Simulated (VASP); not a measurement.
Crystal: TiH.

```xyz
2
Lattice="0.0000 2.0900 2.0900 2.0900 0.0000 2.0900 2.0900 2.0900 0.0000" Properties=species:S:1:pos:R:3 pbc="T T T"
Ti    0.0000    0.0000    0.0000
H     2.0900    2.0900    2.0900
```

| Item | Value |
| --- | --- |
| Program | VASP 6.6.1 |
| Task | relaxation of cell and atoms |
| Functional | PBEsol |
| Potentials or basis | VASP PAW PBE potentials, release 64 (Ti_sv, H) |
| Cutoff | 600 eV |
| k mesh | 7 × 7 × 7 |
| Occupations | fermi-dirac, width 0.1 eV |
| Spin | no spin polarisation |

At the start: pressure -4.3 GPa; volume 9.13 Å³/atom.

Q: How do energy, volume and symmetry change on relaxing?

A: Over 4 steps the energy falls by 2.1 meV/atom and the volume is 8.92 Å³/atom (-2.3 %); space group Fm-3m (No. 225, to 0.05 Å).

Step by step:
```tsv
step	energy change (eV)	largest force (eV/Å)	pressure (GPa)	volume (Å³)
1	0.0000	0.0000	-4.33	18.26
2	-0.0029	0.0000	1.95	17.61
3	-0.0042	0.0000	-0.34	17.89
4	-0.0043	0.0000	-0.03	17.85
```

Final structure:
```cif
data_structure
_symmetry_space_group_name_H-M 'P 1'
_symmetry_Int_Tables_number 1
_cell_length_a 2.9332
_cell_length_b 2.9332
_cell_length_c 2.9332
_cell_angle_alpha 60.000
_cell_angle_beta 60.000
_cell_angle_gamma 60.000
_cell_volume 17.85
loop_
_atom_site_label
_atom_site_type_symbol
_atom_site_fract_x
_atom_site_fract_y
_atom_site_fract_z
_atom_site_occupancy
Ti1 Ti 0.00000 0.00000 0.00000 1
H1 H 0.50000 0.50000 0.50000 1
```

Caveat: the k points lie up to 0.37 Å⁻¹ apart in the final cell; the PAW data sets were made with another functional, which shifts forces and pressure a little.
